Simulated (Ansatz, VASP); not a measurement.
# Two plane-wave programs on Co

```
Co
1.0
     0.00000    1.78678    1.78678
     1.78678    0.00000    1.78678
     1.78678    1.78678    0.00000
Co
1
Direct
  0.00000 0.00000 0.00000
```

Alike in both runs: task single point; functional BLYP; k mesh 17 × 17 × 17; occupations fermi-dirac, width 0.05 eV; collinear spin.

|  | VASP | Ansatz |
| --- | --- | --- |
| version | VASP 6.6.1 | Ansatz 0.2.0 |
| potentials or method | VASP PAW PBE potentials, release 64 (Co), cutoff 520 eV | plane waves (420 eV) with PAW, scalar-relativistic |
| valence electrons in the cell | 9 | 17 |

|  | VASP | Ansatz | Ansatz less VASP |
| --- | --- | --- | --- |
| pressure (GPa) | -0.1 | 0.1 | +0.19 |
| net moment per atom (μB) | 1.66 | 1.66 | +0.007 |
| size of the moment on the site where the two differ most (μB) | 1.68 | 1.73 | +0.051 |

VASP's potentials were made for PBE, not for BLYP. Site moments also hang on the region over which each program counts them. VASP's potentials hold 9 valence electrons a cell and Ansatz's 17, so a difference there can come from the potentials and not from the codes.
